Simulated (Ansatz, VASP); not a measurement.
Ti2C5: VASP beside Ansatz

```
Ti C
1.0
    -2.22128    2.22128    3.12818
     2.22128   -2.22128    3.12818
     2.22128    2.22128   -3.12818
Ti C
2 5
Cartesian
  0.0000 2.2213 0.0000
  2.2213 0.0000 0.0000
  1.1106 1.1106 1.5641
  1.1106 1.1106 -1.5641
  -1.1106 1.1106 1.5641
  1.1106 -1.1106 1.5641
  0.0000 0.0000 0.0000
```

Alike in both runs: functional PBE; k mesh 4 × 4 × 4; occupations gaussian, width 0.2 eV; no spin polarisation.

Ansatz relaxed the structure, and its values are those at the end. VASP's run is a single point on that final structure, the one shown.

|  | VASP | Ansatz |
| --- | --- | --- |
| version | VASP 6.6.1 | Ansatz 0.2.0 |
| potentials or method | VASP PAW PBE potentials, release 64 (Ti_sv, C), cutoff 600 eV | scalar-relativistic, plane waves, PAW |
| valence electrons in the cell | 44 | 44 |

```tsv
	VASP	Ansatz	Ansatz less VASP
gap on the k mesh at the Fermi level (eV)	none	none	-
pressure (GPa)	0.2	0.0	-0.18
```

A gap of «none» marks a metal or a gap that the smearing closes. The functional is the same, so the differences come from potentials, cutoffs and numerics.

The k mesh is coarse, so the values compare programs but aren't converged.
